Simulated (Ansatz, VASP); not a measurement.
## Si7P in VASP and in Ansatz

```
Si P
1.0
     5.42949    0.00000    0.00000
     0.00000    5.42949    0.00000
     0.00000    0.00000    5.42949
Si P
7 1
Direct
  0.00000 0.50000 0.50000
  0.74874 0.74874 0.25126
  0.50000 0.00000 0.50000
  0.74874 0.25126 0.74874
  0.50000 0.50000 0.00000
  0.25126 0.74874 0.74874
  0.25126 0.25126 0.25126
  0.00000 0.00000 0.00000
```

Alike in both runs: task single point; functional PBE; k mesh 4 × 4 × 4; occupations gaussian, width 0.2 eV; no spin polarisation.

|  | VASP | Ansatz |
| --- | --- | --- |
| version | VASP 6.6.1 | Ansatz 0.2.0 |
| potentials or method | VASP PAW PBE potentials, release 64 (Si, P), cutoff 520 eV | scalar-relativistic, plane waves, PAW |
| valence electrons in the cell | 33 | 33 |

VASP gave:

```
gap on the k mesh at the Fermi level (eV) : none
pressure (GPa)                            : -0.4
rms of the force components (eV/Å)        : 0.011
```

Question: What did Ansatz give for the same quantities?

Answer: gap on the k mesh at the Fermi level (eV): none; pressure (GPa): -0.3; rms of the force components (eV/Å): 0.010.

Atom by atom the forces differ by 0.001 eV/Å (rms over components). A gap of «none» marks a metal or a gap that the smearing closes. With one functional, cell and mesh, what is left measures potentials, basis and numerics.
